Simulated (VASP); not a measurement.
# AlNi3 (Pm-3m) in VASP: further runs, part 2 of 2

VASP 6.6.1. Earlier steps stand in the parts before.

## 6. Relaxation of the atoms, PBE

INCAR

```
SYSTEM = AlNi3
PREC = Accurate
ENCUT = 520
EDIFF = 1E-7
ISMEAR = 0
SIGMA = 0.1
LREAL = .False.
LASPH = .True.
NELM = 120
ALGO = Normal
ISIF = 2
LWAVE = .False.
LCHARG = .False.
GGA = PE
IBRION = 2
NSW = 25
EDIFFG = -0.006
GGA_COMPAT = .False.
NELMIN = 4
```

KPOINTS

```
regular mesh
0
Gamma
  2 2 2
  0 0 0
```

POSCAR

```
AlNi3
1.0
    3.5230547267      0.0000000000      0.0000000000
    0.0000000000      3.5230547267      0.0000000000
    0.0000000000      0.0000000000      3.5230547267
Al Ni
1 3
Direct
    0.0000000000      0.0000000000      0.0000000000
    0.0000000000      0.5000000000      0.5000000000
    0.5000000000      0.0000000000      0.5000000000
    0.5000000000      0.5000000000      0.0000000000
```

Potentials or basis: VASP PAW PBE potentials, release 64 (Al, Ni).

On the command line:

```sh
cat potpaw_PBE.64/Al/POTCAR potpaw_PBE.64/Ni/POTCAR > POTCAR
mpirun -np 1 vasp_std > vasp.out
```

OUTCAR:

```text
SYSTEM = AlNi3
   PREC = Accurate
   ENCUT = 520
   EDIFF = 1E-7
   ISMEAR = 0
   LREAL = .False.
   LASPH = .True.
   NELM = 120
   ISIF = 2
   GGA = PE
   IBRION = 2
   NSW = 25
   EDIFFG = -0.006
   NELMIN = 4

 ion  position               nearest neighbor table
   1  0.000  0.000  0.000-   2 2.49   3 2.49   4 2.49   2 2.49   3 2.49   2 2.49   4 2.49   2 2.49
                             3 2.49   4 2.49   3 2.49   4 2.49
   2  0.000  0.500  0.500-   1 2.49   3 2.49   4 2.49   1 2.49   4 2.49   1 2.49   3 2.49   1 2.49
                             3 2.49   4 2.49   4 2.49   3 2.49
   3  0.500  0.000  0.500-   1 2.49   2 2.49   4 2.49   1 2.49   4 2.49   2 2.49   4 2.49   4 2.49
                             1 2.49   2 2.49   1 2.49   2 2.49
   4  0.500  0.500  0.000-   1 2.49   2 2.49   3 2.49   2 2.49   3 2.49   1 2.49   3 2.49   3 2.49
                             1 2.49   2 2.49   2 2.49   1 2.49

  LATTYP: Found a simple cubic cell.
 ALAT       =     3.5230547267

  Lattice vectors:

 A1 = (   3.5230547267,   0.0000000000,   0.0000000000)
 A2 = (   0.0000000000,   3.5230547267,   0.0000000000)
 A3 = (   0.0000000000,   0.0000000000,   3.5230547267)

Analysis of symmetry for initial positions (statically):
=====================================================================
 Subroutine PRICEL returns:
 Original cell was already a primitive cell.

 Routine SETGRP: Setting up the symmetry group for a
 simple cubic supercell.

 Subroutine GETGRP returns: Found 48 space group operations
 (whereof 48 operations were pure point group operations)
 out of a pool of 48 trial point group operations.

The static configuration has the point symmetry O_h .

Analysis of symmetry for dynamics (positions and initial velocities):
=====================================================================
 Subroutine PRICEL returns:
 Original cell was already a primitive cell.

[... 110 lines left out ...]
     AMIX_MAG =   1.60;   BMIX_MAG =  1.00
  volume/ion in A,a.u.               =      10.93        73.77
  Fermi-wavevector in a.u.,A,eV,Ry     =   1.490482  2.816603 30.225843  2.221537
  Thomas-Fermi vector in A             =   2.603258
   LORBIT       =      0    0 simple, 1 ext, 2 COOP (PROOUT), +10 PAW based schemes
   GGA     = PE    functional components
   LHFCALC =     F    Hartree Fock is set to
   AEXX    =    0.0000 exact exchange contribution
   IVDW    =     0    specifies the selected vdW correction
   LEPSILON=     F    determine dielectric tensor
   LRPA    =     F    only Hartree local field effects (RPA)
 conjugate gradient relaxation of ions
 non-spin polarized calculation
 Gauss-broadening in eV      SIGMA  =   0.10
  energy-cutoff  :      520.00
  volume of cell :       43.73
 maximum number of plane-waves:      1208
 NGX is ok and might be reduce to    28
   NGX = 13   NGY = 13   NGZ = 13

 number of electron      32.9999980 magnetization

 Free energy of the ion-electron system (eV)
  ---------------------------------------------------
  ext. energy  EPLUGINS =         0.00000000
  ---------------------------------------------------
  free energy    TOTEN  =       -21.99369816 eV

  energy without entropy =      -21.94958519  energy(sigma->0) =      -21.97164167

 E-fermi :   9.8455     XC(G=0): -12.8645

 val. band max:        9.7740577084   @ k =   0.0000   0.0000   0.0000
 cond. band min:       9.8970264636   @ k =   0.0000   0.0000   0.0000
 fundamental gap:      0.1229687552
 Fermi energy:         9.8455219275

 k-point     1 :       0.0000    0.0000    0.0000
  band No.  band energies     occupation
      1      -0.2430      2.00000
      2       5.3598      2.00000
      3       6.2016      2.00000
      4       6.2016      2.00000
      5       6.5287      2.00000
      6       6.5287      2.00000
[... 81 lines left out ...]
     19       9.7439      1.84920
     20      13.5424      0.00000

------------------------ aborting loop because EDIFF is reached ----------------------------------------

  FORCE on cell =-STRESS in cart. coord.  units (eV):
  Direction    XX          YY          ZZ          XY          YZ          ZX
  --------------------------------------------------------------------------------------
  -------------------------------------------------------------------------------------
  Total        1.6675890      1.6675890      1.6675890      0.0000000     -0.0000000     -0.0000000
  in kB       61.1000299     61.1000299     61.1000299      0.0000000     -0.0000000     -0.0000000
  external PRESSURE =      61.1000299 kB  Pullay stress =       0.0000000 kB

 VOLUME and BASIS-vectors are now :
 -----------------------------------------------------------------------------
  energy-cutoff  :      520.00
  volume of cell :       43.73
      direct lattice vectors                 reciprocal lattice vectors
     3.523054727  0.000000000  0.000000000     0.283844583  0.000000000  0.000000000
     0.000000000  3.523054727  0.000000000     0.000000000  0.283844583  0.000000000
     0.000000000  0.000000000  3.523054727     0.000000000  0.000000000  0.283844583

 POSITION                                       TOTAL-FORCE (eV/Angst)
 -----------------------------------------------------------------------------------
      0.00000      0.00000      0.00000         0.000000      0.000000      0.000000
      0.00000      1.76153      1.76153         0.000000      0.000000      0.000000
      1.76153      0.00000      1.76153         0.000000      0.000000      0.000000
      1.76153      1.76153      0.00000         0.000000      0.000000      0.000000
 -----------------------------------------------------------------------------------
    total drift:                                0.000000      0.000000      0.000000

  FREE ENERGIE OF THE ION-ELECTRON SYSTEM (eV)
  ---------------------------------------------------
  free  energy   TOTEN  =       -21.9936981581 eV

  energy  without entropy=      -21.9495851889  energy(sigma->0) =      -21.97164167

 reached required accuracy - stopping structural energy minimisation
```

CONTCAR:

```text
AlNi3
   1.00000000000000
     3.5230547266999999    0.0000000000000000    0.0000000000000000
     0.0000000000000000    3.5230547266999999    0.0000000000000000
     0.0000000000000000    0.0000000000000000    3.5230547266999999
  Al              Ni
     1     3
Direct
     0.0000000000000000    0.0000000000000000    0.0000000000000000
     0.0000000000000000    0.5000000000000000    0.5000000000000000
     0.5000000000000000    0.0000000000000000    0.5000000000000000
     0.5000000000000000    0.5000000000000000    0.0000000000000000

  0.00000000E+00  0.00000000E+00  0.00000000E+00
  0.00000000E+00  0.00000000E+00  0.00000000E+00
  0.00000000E+00  0.00000000E+00  0.00000000E+00
  0.00000000E+00  0.00000000E+00  0.00000000E+00
```

Wall time 5.7 s (1 thread of AMD EPYC 9R45 (Zen 5), shared host); peak memory 0.12 GiB.

What came out:

```yaml
Free_energy: -21.9937 eV
Pressure_after_relaxing: 6.1 GPa
```

Final structure:
```cif
data_structure
_symmetry_space_group_name_H-M 'P 1'
_symmetry_Int_Tables_number 1
_cell_length_a 3.5231
_cell_length_b 3.5231
_cell_length_c 3.5231
_cell_angle_alpha 90.000
_cell_angle_beta 90.000
_cell_angle_gamma 90.000
_cell_volume 43.73
loop_
_atom_site_label
_atom_site_type_symbol
_atom_site_fract_x
_atom_site_fract_y
_atom_site_fract_z
_atom_site_occupancy
Al1 Al 0.00000 0.00000 0.00000 1
Ni1 Ni 0.00000 0.50000 0.50000 1
Ni2 Ni 0.50000 0.00000 0.50000 1
Ni3 Ni 0.50000 0.50000 0.00000 1
```

Caveat: the k points lie up to 0.89 Å⁻¹ apart; the relaxation stopped at its first step, so nothing moved. Spin polarisation is off, so any magnetic state and its effect on volume and gap are missing.

## 7. The runs side by side

| task | level | spin | cell | k mesh | cutoff (eV) | smearing | gap on the mesh (eV) | pressure (GPa) | moment (μB) |
| --- | --- | --- | --- | --- | --- | --- | --- | --- | --- |
| single point | r2SCAN | off | as given | 3 × 3 × 3 | 660 | methfessel-paxton 0.023 eV | none | 2.2 | - |
| single point | PBE | off | as given | 4 × 4 × 4 | 600 | gaussian 0.1 eV | none | 6.8 | - |
| single point | PBE | collinear, ferrimagnetic start | as given | 2 × 2 × 2 | 600 | gaussian 0.1 eV | none | 6.5 | 1.25 |
| single point | PBE | collinear, ferromagnetic start | as given | 3 × 3 × 3 | 600 | gaussian 0.1 eV | none | 8.3 | 0.39 |
| relaxation of the atoms | PBE | off | atoms relaxed | 2 × 2 × 2 | 520 | gaussian 0.1 eV | none | 6.1 | - |

Alike in all rows: potentials or basis VASP PAW PBE potentials, release 64 (Al, Ni).

Caveats: all runs use coarse meshes; the PAW data sets were made with another functional, which shifts forces and pressure a little (some runs); the moment fell far below its start of 4 μB, so a state of higher moment may lie lower in energy (some runs); the relaxation stopped at its first step, so nothing moved (some runs).

Absolute energies hang on the potentials; compare differences alone.
